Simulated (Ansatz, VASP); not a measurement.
## Al2InN3 in VASP and in Ansatz

```
Al In N
1.0
     5.00487   -2.72866    0.00000
     5.00487    2.72866    0.00000
     0.00000    0.00000    5.34335
Al In N
4 2 6
Direct
  0.00844 0.33486 0.99174
  0.66514 0.99156 0.99174
  0.99156 0.66514 0.49174
  0.33486 0.00844 0.49174
  0.32207 0.67793 0.98699
  0.67793 0.32207 0.48699
  0.03676 0.33363 0.35570
  0.66637 0.96324 0.35570
  0.96324 0.66637 0.85570
  0.33363 0.03676 0.85570
  0.29824 0.70176 0.40613
  0.70176 0.29824 0.90613
```

Change from the starting cell: volume 12.162 Å^3 an atom, stretch along b over the lengths across it, relative to the relaxed cell 0.9480.

Alike in both runs: task single point; functional PBE; k mesh 6 × 6 × 6; occupations gaussian, width 0.05 eV; no spin polarisation.

|  | VASP | Ansatz |
| --- | --- | --- |
| version | VASP 6.6.1 | Ansatz 0.2.0 |
| potentials or method | VASP PAW PBE potentials, release 64 (Al, In_d, N), cutoff 520 eV | scalar-relativistic, plane waves, PAW |
| valence electrons in the cell | 68 | 68 |

```tsv
	VASP	Ansatz	Ansatz less VASP
gap on the k mesh at the Fermi level (eV)	2.06	2.06	+0.001
least direct gap on the mesh (eV)	2.06	2.06	+0.001
pressure (GPa)	0.5	0.5	+0.06
traceless stress, the component that is largest in VASP (GPa)	10.59	10.53	-0.056
rms of the force components (eV/Å)	0.341	0.340	-0.0014
```

Atom by atom the forces differ by 0.009 eV/Å (rms over components). With one functional, cell and mesh, what is left measures potentials, basis and numerics.
